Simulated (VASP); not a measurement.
# ZnS (Wurtzite-2H) (P6_3mc) in VASP: a series of runs

The runs below take ZnS (Wurtzite-2H) through single point, with LDA, PBEsol.

Program: VASP 6.6.1. These are calculated values, not measurements. Logs are shortened: lines on timing, memory, paths and dates and some standing lists are left out, and cuts for length are marked.

## (1) The cell of the first run

The structure is hexagonal, space group P6_3mc (No. 186). Conventional cell: a = 3.785 Å, b = 3.785 Å, c = 6.192 Å, α = 90.00°, β = 90.00°, γ = 120.00°. Within 3.0 Å of Zn (site symmetry 3m) lie 4 S at 2.30 to 2.38 Å. Within 3.0 Å of S (site symmetry 3m) lie 4 Zn at 2.30 to 2.38 Å.

## (2) Single point, LDA (volume scaled by 0.98)

The input, INCAR:

```
SYSTEM = ZnS
ALGO = Normal
EDIFF = 1E-7
ENCUT = 520
GGA = CA
ISIF = 2
ISMEAR = -1
LASPH = .TRUE.
LCHARG = .FALSE.
LREAL = .FALSE.
LWAVE = .FALSE.
NBANDS = 26
NELM = 100
PREC = Accurate
SIGMA = 0.05
```

The input, KPOINTS:

```
k-points
0
G
  8 8 5
  0 0 0
```

The input, POSCAR:

```
ZnS
1.0
    3.7854220481      0.0000000000      0.0000000000
   -1.8927110241      3.2782716577      0.0000000000
    0.0000000000      0.0000000000      6.1921598132
Zn S
2 2
Direct
    0.6666666667      0.3333333333      0.5000000000
    0.3333333333      0.6666666667      0.0000000000
    0.6666666667      0.3333333333      0.8850000000
    0.3333333333      0.6666666667      0.3850000000
```

Potentials or basis: VASP PAW LDA potentials, release 64 (Zn, S).

Started as:

```bash
cat potpaw_LDA.64/Zn/POTCAR potpaw_LDA.64/S/POTCAR > POTCAR
mpirun -np 1 vasp_std > vasp.out
```

OUTCAR:

```text
SYSTEM = ZnS
   EDIFF = 1E-7
   ENCUT = 520
   GGA = CA
   ISIF = 2
   ISMEAR = -1
   LASPH = .TRUE.
   LREAL = .FALSE.
   NELM = 100
   PREC = Accurate

 ion  position               nearest neighbor table
   1  0.667  0.333  0.500-   4 2.30   4 2.30   4 2.30   3 2.38
   2  0.333  0.667  0.000-   3 2.30   3 2.30   3 2.30   4 2.38
   3  0.667  0.333  0.885-   2 2.30   2 2.30   2 2.30   1 2.38
   4  0.333  0.667  0.385-   1 2.30   1 2.30   1 2.30   2 2.38

  LATTYP: Found a hexagonal cell.
 ALAT       =     3.7854220481
 C/A-ratio  =     1.6357911310

  Lattice vectors:

 A1 = (   3.7854220481,   0.0000000000,   0.0000000000)
 A2 = (  -1.8927110241,   3.2782716577,   0.0000000000)
 A3 = (   0.0000000000,   0.0000000000,   6.1921598132)

Analysis of symmetry for initial positions (statically):
=====================================================================
 Subroutine PRICEL returns:
 Original cell was already a primitive cell.

 Routine SETGRP: Setting up the symmetry group for a
 hexagonal supercell.

 Subroutine GETGRP returns: Found 12 space group operations
 (whereof  6 operations were pure point group operations)
 out of a pool of 24 trial point group operations.

The static configuration has the point symmetry C_3v.
 The point group associated with its full space group is C_6v.

Analysis of symmetry for dynamics (positions and initial velocities):
=====================================================================
 Subroutine PRICEL returns:
 Original cell was already a primitive cell.

 Routine SETGRP: Setting up the symmetry group for a
 hexagonal supercell.

 Subroutine GETGRP returns: Found 12 space group operations
 (whereof  6 operations were pure point group operations)
 out of a pool of 24 trial point group operations.

The dynamic configuration has the point symmetry C_3v.
 The point group associated with its full space group is C_6v.

 Subroutine INISYM returns: Found 12 space group operations
 (whereof  6 operations are pure point group operations),
 and found     1 'primitive' translations

----------------------------------------------------------------------------------------

                                     Primitive cell

  volume of cell :      76.8425

  direct lattice vectors                    reciprocal lattice vectors
     3.785422048  0.000000000  0.000000000     0.264171336  0.152519392  0.000000000
    -1.892711024  3.278271658  0.000000000     0.000000000  0.305038784  0.000000000
     0.000000000  0.000000000  6.192159813     0.000000000  0.000000000  0.161494540

  length of vectors
     3.785422048  3.785422048  6.192159813     0.305038784  0.305038784  0.161494540

  position of ions in fractional coordinates (direct lattice)
     0.666666667  0.333333333  0.500000000
     0.333333333  0.666666667  0.000000000
     0.666666667  0.333333333  0.885000000
     0.333333333  0.666666667  0.385000000

  ion indices of the primitive-cell ions
   primitive index   ion index
                 1           1
                 2           2
                 3           3
                 4           4

----------------------------------------------------------------------------------------

 KPOINTS: k-points

Automatic generation of k-mesh.
 Grid dimensions read from file:
 generate k-points for:    8    8    5

 Generating k-lattice:

  Cartesian coordinates                     Fractional coordinates (reciprocal lattice)
     0.033021417  0.019064924  0.000000000     0.125000000 -0.000000000  0.000000000
     0.000000000  0.038129848  0.000000000     0.000000000  0.125000000  0.000000000
     0.000000000  0.000000000  0.032298908     0.000000000  0.000000000  0.200000000

  Length of vectors
     0.038129848  0.038129848  0.032298908

  Shift w.r.t. Gamma in fractional coordinates (k-lattice)
     0.000000000  0.000000000  0.000000000

 Subroutine IBZKPT returns following result:
 ===========================================

 Found     30 irreducible k-points:

 Following reciprocal coordinates:
            Coordinates               Weight
  0.000000  0.000000  0.000000      1.000000
  0.125000 -0.000000  0.000000      6.000000
  0.250000 -0.000000  0.000000      6.000000
  0.375000  0.000000  0.000000      6.000000
  0.500000 -0.000000  0.000000      3.000000
  0.125000  0.125000  0.000000      6.000000
[... 16 lines left out ...]
  0.250000 -0.000000  0.400000     12.000000
  0.375000  0.000000  0.400000     12.000000
 [... further k-points ...]
   k-points           NKPTS =     30   k-points in BZ     NKDIM =     30   number of bands    NBANDS=     26
   number of dos      NEDOS =    301   number of ions     NIONS =      4
   total plane-waves  NPLWV =  37632
   dimension x,y,z NGX =    28 NGY =   28 NGZ =   48
   dimension x,y,z NGXF=    56 NGYF=   56 NGZF=   96
   ions per type =               2   2
   NGX,Y,Z   is equivalent  to a cutoff of  12.30, 12.30, 12.89 a.u.
   NGXF,Y,Z  is equivalent  to a cutoff of  24.59, 24.59, 25.77 a.u.
 SYSTEM =  ZnS
   PREC   = accura    normal or accurate (medium, high low for compatibility)
   ISTART =      0    job   : 0-new  1-cont  2-samecut
   ICHARG =      2    charge: 1-file 2-atom 10-const
   ISPIN  =      1    spin polarized calculation?
   LNONCOLLINEAR =      F non collinear calculations
   LSORBIT =      F    spin-orbit coupling
   LASPH  =      T    aspherical Exc in radial PAW
   ENCUT  =  520.0 eV  38.22 Ry    6.18 a.u.   7.04  7.04 11.51*2*pi/ulx,y,z
   NELM   =    100;   NELMIN=  2; NELMDL= -5     # of ELM steps
   EDIFF  = 0.1E-06   stopping-criterion for ELM
   LREAL  =      F    real-space projection
   EDIFFG = 0.1E-05   stopping-criterion for IOM
   NSW    =      0    number of steps for IOM
   IBRION =     -1    ionic relax: 0-MD 1-quasi-New 2-CG
   NFREE  =      0    steps in history (QN), initial steepest desc. (CG)
   ISIF   =      2    stress and relaxation
   ISYM   =      2    0-nonsym 1-usesym 2-fastsym
   POTIM  = 0.5000    time-step for ionic-motion
   TEBEG  =    0.0;   TEEND  =   0.0 temperature during run
   PSTRESS=    0.0 pullay stress
   NELECT =      36.0000    total number of electrons
   NUPDOWN=      -1.0000    fix difference up-down
   EMIN   =  10.00;   EMAX   =-10.00  energy-range for DOS
   EFERMI =   0.00;   METHOD = LEGACY
   ISMEAR =    -1;   SIGMA  =   0.05  broadening in eV -4-tet -1-fermi 0-gaus
   EFERMI_NEDOS =   21; number of points for ismear=-14 and -15
   IALGO  =     38    algorithm
   IMIX   =      4    mixing-type and parameters
     AMIX     =   0.40;   BMIX     =  1.00
     AMIX_MAG =   1.60;   BMIX_MAG =  1.00
  volume/ion in A,a.u.               =      19.21       129.64
  Fermi-wavevector in a.u.,A,eV,Ry     =   1.271477  2.402743 21.995912  1.616654
  Thomas-Fermi vector in A             =   2.404408
   LORBIT       =      0    0 simple, 1 ext, 2 COOP (PROOUT), +10 PAW based schemes
   GGA     = CA    functional components
   LHFCALC =     F    Hartree Fock is set to
   AEXX    =    0.0000 exact exchange contribution
   IVDW    =     0    specifies the selected vdW correction
   LEPSILON=     F    determine dielectric tensor
   LRPA    =     F    only Hartree local field effects (RPA)
 non-spin polarized calculation
  energy-cutoff  :      520.00
  volume of cell :       76.84
 maximum number of plane-waves:      2086
   NGX = 15   NGY = 15   NGZ = 23

 number of electron      35.9999967 magnetization

 Free energy of the ion-electron system (eV)
  ---------------------------------------------------
  ext. energy  EPLUGINS =         0.00000000
  ---------------------------------------------------
  free energy    TOTEN  =       -16.36403755 eV

  energy without entropy =      -16.36403755  energy(sigma->0) =      -16.36403755

 E-fermi :   3.1911     XC(G=0): -10.1532

 val. band max:        2.1757588190   @ k =   0.0000   0.0000   0.0000
 cond. band min:       4.2935954981   @ k =   0.0000   0.0000   0.0000
 fundamental gap:      2.1178366791
 Fermi energy:         3.1911230304

 k-point     1 :       0.0000    0.0000    0.0000
  band No.  band energies     occupation
      1     -11.1307      2.00000
      2     -10.1459      2.00000
      3      -4.4364      2.00000
      4      -4.4364      2.00000
      5      -4.3720      2.00000
      6      -4.3720      2.00000
[... 18 lines left out ...]
     25       9.6913      0.00000
     26      11.3329      0.00000

 k-point     2 :       0.1250   -0.0000    0.0000
  band No.  band energies     occupation
      1     -11.0183      2.00000
      2     -10.0810      2.00000
      3      -4.4462      2.00000
      4      -4.4105      2.00000
      5      -4.3649      2.00000
      6      -4.3387      2.00000
[... 18 lines left out ...]
     25      10.1891      0.00000
     26      10.6506      0.00000

 k-point     3 :       0.2500   -0.0000    0.0000
  band No.  band energies     occupation
      1     -10.7157      2.00000
      2      -9.9285      2.00000
      3      -4.4501      2.00000
      4      -4.3532      2.00000
      5      -4.3414      2.00000
      6      -4.2549      2.00000
[... 18 lines left out ...]
     25      10.4976      0.00000
     26      11.0183      0.00000

 k-point     4 :       0.3750    0.0000    0.0000
  band No.  band energies     occupation
      1     -10.3398      2.00000
      2      -9.8047      2.00000
      3      -4.4187      2.00000
      4      -4.3081      2.00000
      5      -4.2786      2.00000
      6      -4.1653      2.00000
[... 18 lines left out ...]
     25      10.8232      0.00000
     26      12.3590      0.00000
[... 496 lines left out ...]
      1     -10.7276      2.00000
      2     -10.4406      2.00000
      3      -4.4393      2.00000
      4      -4.4096      2.00000
      5      -4.3918      2.00000
      6      -4.3697      2.00000
[... 18 lines left out ...]
     25       9.4489      0.00000
     26       9.8137      0.00000

 k-point    23 :       0.2500   -0.0000    0.4000
  band No.  band energies     occupation
      1     -10.4628      2.00000
      2     -10.2202      2.00000
      3      -4.4498      2.00000
      4      -4.4096      2.00000
      5      -4.3233      2.00000
      6      -4.2927      2.00000
[... 18 lines left out ...]
     25      10.0103      0.00000
     26      10.5466      0.00000

 k-point    24 :       0.3750    0.0000    0.4000
  band No.  band energies     occupation
      1     -10.1550      2.00000
      2      -9.9888      2.00000
      3      -4.4307      2.00000
      4      -4.3878      2.00000
      5      -4.2602      2.00000
      6      -4.2157      2.00000
[... 18 lines left out ...]
     25      11.1366      0.00000
     26      11.5134      0.00000

 [... further k-points ...]
[... 5 lines left out ...]
  --------------------------------------------------------------------------------------
  -------------------------------------------------------------------------------------
  Total       -0.7757197     -0.7757197     -1.6573764      0.0000000      0.0000000      0.0000000
  in kB      -16.1738726    -16.1738726    -34.5565468      0.0000000      0.0000000      0.0000000
  external PRESSURE =     -22.3014307 kB  Pullay stress =       0.0000000 kB

 VOLUME and BASIS-vectors are now :
 -----------------------------------------------------------------------------
  energy-cutoff  :      520.00
  volume of cell :       76.84
      direct lattice vectors                 reciprocal lattice vectors
     3.785422048  0.000000000  0.000000000     0.264171336  0.152519392  0.000000000
    -1.892711024  3.278271658  0.000000000     0.000000000  0.305038784  0.000000000
     0.000000000  0.000000000  6.192159813     0.000000000  0.000000000  0.161494540

 POSITION                                       TOTAL-FORCE (eV/Angst)
 -----------------------------------------------------------------------------------
      1.89271      1.09276      3.09608        -0.000000      0.000000      0.322445
     -0.00000      2.18551      0.00000        -0.000000     -0.000000      0.322445
      1.89271      1.09276      5.48006        -0.000000      0.000000     -0.322445
     -0.00000      2.18551      2.38398         0.000000     -0.000000     -0.322445
 -----------------------------------------------------------------------------------
    total drift:                               -0.000000     -0.000000      0.000026

  FREE ENERGIE OF THE ION-ELECTRON SYSTEM (eV)
  ---------------------------------------------------
  free  energy   TOTEN  =       -16.3640375510 eV

  energy  without entropy=      -16.3640375510  energy(sigma->0) =      -16.36403755
```

Run time: 38 s. Hardware: 1 thread of Intel Xeon Platinum 8259CL at 2.50GHz (Skylake/Cascade Lake), shared host; peak memory 0.18 GiB.

Results:

* Free energy: -16.3640 eV
* Pressure: -2.2 GPa
* Largest force: 0.322 eV/Å
* Band gap on the k mesh: 2.12 eV, direct

Forces on the atoms (eV/Å):
```
Zn   0.000  0.000  0.322
Zn   0.000  0.000  0.322
S    0.000  0.000 -0.322
S    0.000  0.000 -0.322
```

Stress tensor (GPa, compression positive):
```
-1.62  0.00  0.00
 0.00 -1.62  0.00
 0.00  0.00 -3.46
```

## (3) Single point, PBEsol (volume scaled by 0.98)

The input, INCAR:

```
PREC     = Accurate       # precision mode
ENCUT    = 520            # plane-wave cutoff, eV
EDIFF    = 1E-6           # SCF threshold, eV
ISMEAR   = -1             # smearing method
SIGMA    = 0.05           # smearing width, eV
LREAL    = False          # projectors in reciprocal space
LASPH    = True           # aspherical terms in the spheres
NELM     = 100            # most SCF steps
ALGO     = Normal         # electronic algorithm
ISIF     = 2              # what is computed and relaxed
LWAVE    = False          # write WAVECAR
LCHARG   = True           # write CHGCAR
GGA      = PS             # functional
LELF     = True           # ELF
LVHAR    = True         
NBANDS   = 26             # bands
```

The input, KPOINTS:

```
regular mesh
0
Gamma
  8 8 5
```

POSCAR is that of step 2.

Potentials or basis: VASP PAW PBE potentials, release 64 (Zn, S).

Started as:

```bash
cat potpaw_PBE.64/Zn/POTCAR potpaw_PBE.64/S/POTCAR > POTCAR
mpirun -np 1 vasp_std > vasp.out
```

Run time: 37 s. Hardware: 1 thread of Intel Xeon Platinum 8259CL at 2.50GHz (Skylake/Cascade Lake), shared host; peak memory 0.21 GiB.

The run converged. Its results:

```yaml
Free_energy: -15.1446 eV
Pressure: 0.5 GPa
Largest_force: 0.333 eV/Å
Band_gap_on_the_k_mesh: 2.21 eV, direct
```

Forces on the atoms (eV/Å):
```
Zn   0.000  0.000  0.333
Zn   0.000  0.000  0.333
S    0.000  0.000 -0.333
S    0.000  0.000 -0.333
```

Stress tensor (GPa, compression positive):
```
 1.20  0.00  0.00
 0.00  1.20  0.00
 0.00  0.00 -0.95
```

Levels at points of the mesh, in eV from the valence-band top:
| k point | band 14 | band 15 | band 16 | band 17 | band 18 | band 19 | band 20 | band 21 | band 22 | band 23 |
| --- | --- | --- | --- | --- | --- | --- | --- | --- | --- | --- |
| (0.00, 0.00, 0.00) | -0.89 | -0.89 | -0.01 | -0.01 | 0.00 | 2.21 | 2.92 | 6.20 | 6.20 | 6.51 |
| (0.50, 0.00, 0.00) | -4.34 | -3.30 | -2.35 | -1.65 | -1.02 | 3.47 | 4.23 | 5.04 | 7.04 | 7.42 |

Caveat: the PAW data sets were made with another functional, which shifts forces and pressure a little.

[end of part 1 of 2]
